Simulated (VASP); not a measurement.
# H (P6_3/mmc) in VASP: notebook, part 3 of 3

VASP 6.6.1. The steps go on from the part before.

### 5 Electric field gradients, PBE (5.86 Å³/atom)

This run uses another cell than the first one, of 5.86 Å³/atom.

File INCAR:

```
PREC = Accurate
ENCUT = 400
EDIFF = 1E-8
ISMEAR = -1
SIGMA = 0.01
LREAL = False
LASPH = True
NELM = 120
ALGO = Normal
ISIF = 2
LWAVE = False
LCHARG = False
GGA = PE
LEFG = True
NBANDS = 8
GGA_COMPAT = False
```

File KPOINTS:

```
regular mesh
0
Gamma
  13 13 7
```

File POSCAR:

```
H
1.0
    2.0349512728      0.0000000000      0.0000000000
   -1.0174756365      1.7623194977      0.0000000000
    0.0000000000      0.0000000000      3.2690515894
H
2
Direct
    0.3333333333      0.6666666667      0.2500000000
    0.6666666667      0.3333333333      0.7500000000
```

Potentials or basis: VASP PAW PBE potentials, release 64 (H).

Run with:

```bash
$ cat potpaw_PBE.64/H/POTCAR > POTCAR
$ mpirun -np 1 vasp_std > vasp.out
```

OUTCAR:

```text
PREC = Accurate
   ENCUT = 400
   EDIFF = 1E-8
   ISMEAR = -1
   LREAL = False
   LASPH = True
   NELM = 120
   ISIF = 2
   GGA = PE

 ion  position               nearest neighbor table
   1  0.333  0.667  0.250-
   2  0.667  0.333  0.750-

  LATTYP: Found a hexagonal cell.
 ALAT       =     2.0349512728
 C/A-ratio  =     1.6064520232

  Lattice vectors:

 A1 = (   2.0349512728,   0.0000000000,   0.0000000000)
 A2 = (  -1.0174756365,   1.7623194977,   0.0000000000)
 A3 = (   0.0000000000,   0.0000000000,   3.2690515894)

Analysis of symmetry for initial positions (statically):
=====================================================================
 Subroutine PRICEL returns:
 Original cell was already a primitive cell.

 Routine SETGRP: Setting up the symmetry group for a
 hexagonal supercell.

 Subroutine GETGRP returns: Found 24 space group operations
 (whereof 12 operations were pure point group operations)
 out of a pool of 24 trial point group operations.

The static configuration has the point symmetry D_3d.
 The point group associated with its full space group is D_6h.

Analysis of symmetry for dynamics (positions and initial velocities):
=====================================================================
 Subroutine PRICEL returns:
 Original cell was already a primitive cell.

 Routine SETGRP: Setting up the symmetry group for a
 hexagonal supercell.

 Subroutine GETGRP returns: Found 24 space group operations
 (whereof 12 operations were pure point group operations)
 out of a pool of 24 trial point group operations.

The dynamic configuration has the point symmetry D_3d.
 The point group associated with its full space group is D_6h.

 Subroutine INISYM returns: Found 24 space group operations
 (whereof 12 operations are pure point group operations),
 and found     1 'primitive' translations

----------------------------------------------------------------------------------------

                                     Primitive cell

  volume of cell :      11.7236

  direct lattice vectors                    reciprocal lattice vectors
     2.034951273  0.000000000  0.000000000     0.491412258  0.283717000  0.000000000
    -1.017475636  1.762319498  0.000000000     0.000000000  0.567433999  0.000000000
     0.000000000  0.000000000  3.269051589     0.000000000  0.000000000  0.305899119

  length of vectors
     2.034951273  2.034951273  3.269051589     0.567433999  0.567433999  0.305899119

  position of ions in fractional coordinates (direct lattice)
     0.333333333  0.666666667  0.250000000
     0.666666667  0.333333333  0.750000000

  ion indices of the primitive-cell ions
   primitive index   ion index
                 1           1
                 2           2

----------------------------------------------------------------------------------------

 KPOINTS: regular mesh

Automatic generation of k-mesh.
[... 77 lines left out ...]
   NELECT =       2.0000    total number of electrons
   NUPDOWN=      -1.0000    fix difference up-down
   EMIN   =  10.00;   EMAX   =-10.00  energy-range for DOS
   EFERMI =   0.00;   METHOD = LEGACY
   ISMEAR =    -1;   SIGMA  =   0.01  broadening in eV -4-tet -1-fermi 0-gaus
   EFERMI_NEDOS =   21; number of points for ismear=-14 and -15
   IALGO  =     38    algorithm
   IMIX   =      4    mixing-type and parameters
     AMIX     =   0.40;   BMIX     =  1.00
     AMIX_MAG =   1.60;   BMIX_MAG =  1.00
  volume/ion in A,a.u.               =       5.86        39.56
  Fermi-wavevector in a.u.,A,eV,Ry     =   0.907956  1.715788 11.216420  0.824384
  Thomas-Fermi vector in A             =   2.031825
   LORBIT       =      0    0 simple, 1 ext, 2 COOP (PROOUT), +10 PAW based schemes
   GGA     = PE    functional components
   LHFCALC =     F    Hartree Fock is set to
   AEXX    =    0.0000 exact exchange contribution
   IVDW    =     0    specifies the selected vdW correction
   LEPSILON=     F    determine dielectric tensor
   LRPA    =     F    only Hartree local field effects (RPA)
 non-spin polarized calculation
  energy-cutoff  :      400.00
  volume of cell :       11.72
 maximum number of plane-waves:       222
 NGX is ok and might be reduce to    14
   NGX =  7   NGY =  7   NGZ = 11

 number of electron       1.9999998 magnetization

 Free energy of the ion-electron system (eV)
  ---------------------------------------------------
  ext. energy  EPLUGINS =         0.00000000
  ---------------------------------------------------
  free energy    TOTEN  =        -3.59740821 eV

  energy without entropy =       -3.59706070  energy(sigma->0) =       -3.59723446

 E-fermi :  -1.3934     XC(G=0):  -8.8148

 val. band max:       -1.4129667364   @ k =   0.0769   0.0769   0.1429
 cond. band min:      -1.3852416288   @ k =   0.2308   0.0769   0.2857
 fundamental gap:      0.0277251076
 Fermi energy:        -1.3934273577

 k-point     1 :       0.0000    0.0000    0.0000
  band No.  band energies     occupation
      1     -11.0529      2.00000
      2      -0.7602      0.00000
      3       6.8232      0.00000
      4      31.3440      0.00000
      5      31.9740      0.00000
      6      38.6054      0.00000
      7      38.6054      0.00000
      8      40.5207      0.00000
[... 243 lines left out ...]
 k-point    24 :       0.1538    0.0000    0.1429
  band No.  band energies     occupation
      1      -9.7093      2.00000
      2      -1.1801      0.00000
      3       9.7563      0.00000
      4      24.0012      0.00000
      5      27.1857      0.00000
      6      33.6197      0.00000
      7      35.0739      0.00000
      8      38.7158      0.00000

 [... further k-points ...]

------------------------ aborting loop because EDIFF is reached ----------------------------------------

  FORCE on cell =-STRESS in cart. coord.  units (eV):
  Direction    XX          YY          ZZ          XY          YZ          ZX
  --------------------------------------------------------------------------------------
  -------------------------------------------------------------------------------------
  Total       -1.7132717     -1.7132717     -1.9360680      0.0000000     -0.0000000      0.0000000
  in kB     -234.1404219   -234.1404219   -264.5883701      0.0000000     -0.0000000      0.0000000
  external PRESSURE =    -244.2897380 kB  Pullay stress =       0.0000000 kB

 VOLUME and BASIS-vectors are now :
 -----------------------------------------------------------------------------
  energy-cutoff  :      400.00
  volume of cell :       11.72
      direct lattice vectors                 reciprocal lattice vectors
     2.034951273  0.000000000  0.000000000     0.491412258  0.283717000  0.000000000
    -1.017475636  1.762319498  0.000000000     0.000000000  0.567433999  0.000000000
     0.000000000  0.000000000  3.269051589     0.000000000  0.000000000  0.305899119

 POSITION                                       TOTAL-FORCE (eV/Angst)
 -----------------------------------------------------------------------------------
     -0.00000      1.17488      0.81726        -0.000000      0.000000      0.000000
      1.01748      0.58744      2.45179         0.000000      0.000000      0.000000
 -----------------------------------------------------------------------------------
    total drift:                               -0.000000      0.000000     -0.000000

  FREE ENERGIE OF THE ION-ELECTRON SYSTEM (eV)
  ---------------------------------------------------
  free  energy   TOTEN  =        -3.5974082129 eV

  energy  without entropy=       -3.5970607045  energy(sigma->0) =       -3.59723446

 Electric field gradients (V/A^2)
---------------------------------------------------------------------
 ion       V_xx      V_yy      V_zz      V_xy      V_xz      V_yz
---------------------------------------------------------------------
   1       0.036     0.035    -0.072    -0.001     0.000    -0.000
   2       0.036     0.035    -0.072    -0.001    -0.000     0.000
---------------------------------------------------------------------

 Electric field gradients after diagonalization (V/A^2)
 (convention: |V_zz| > |V_xx| > |V_yy|)
----------------------------------------------------------------------
 ion       V_xx      V_yy      V_zz     asymmetry (V_yy - V_xx)/ V_zz
----------------------------------------------------------------------
   1       0.037     0.035    -0.072       0.032
   2       0.037     0.035    -0.072       0.032
----------------------------------------------------------------------

           NMR quadrupolar parameters

 Cq : quadrupolar parameter    Cq=e*Q*V_zz/h
 eta: asymmetry parameters     (V_yy - V_xx)/ V_zz
 Q  : nuclear electric quadrupole moment in mb (millibarn)
----------------------------------------------------------------------
 ion       Cq(MHz)       eta       Q (mb)
----------------------------------------------------------------------
   1      -0.000       0.032       1.000
   2      -0.000       0.032       1.000
----------------------------------------------------------------------
```

Wall time 3.6 s (1 thread of Intel Xeon Platinum 8488C (Sapphire Rapids), shared host); peak memory 0.11 GiB.

What came out:

```yaml
Free_energy: -3.5974 eV
Pressure: -24.4 GPa
Band_gap_on_the_k_mesh: zero (bands 1 and 2 overlap by 8.41 eV)
Largest_electric_field_gradient_by_atom: H -0.07 V/Å²
```

Stress tensor (GPa, compression positive):
```
-23.41   0.00   0.00
  0.00 -23.41   0.00
  0.00   0.00 -26.46
```

Caveat: the cell stands under tension; without QUAD_EFG the Cq values of the log hold for a quadrupole moment of 1 mb, not for the nuclei.

### 6 The runs side by side

```csv
cell,gap on the mesh (eV),pressure (GPa)
"a = 1.974, b = 1.974, c = 3.171 Å, angles 90.0, 90.0, 120.0°, 2 atoms",none,-24.9
"a = 1.995, b = 1.995, c = 3.204 Å, angles 90.0, 90.0, 120.0°, 2 atoms",none,-24.8
"a = 2.035, b = 2.035, c = 3.269 Å, angles 90.0, 90.0, 120.0°, 2 atoms",none,-24.4
```

Alike in all rows: task electric field gradients; level PBE; potentials or basis VASP PAW PBE potentials, release 64 (H); no spin polarisation; k mesh 13 × 13 × 7; cutoff (eV) 400; smearing fermi-dirac 0.01 eV.

Caveats: the cell stands under tension.

Total energies depend on the potentials used, so only differences within one code and one set of settings carry meaning.
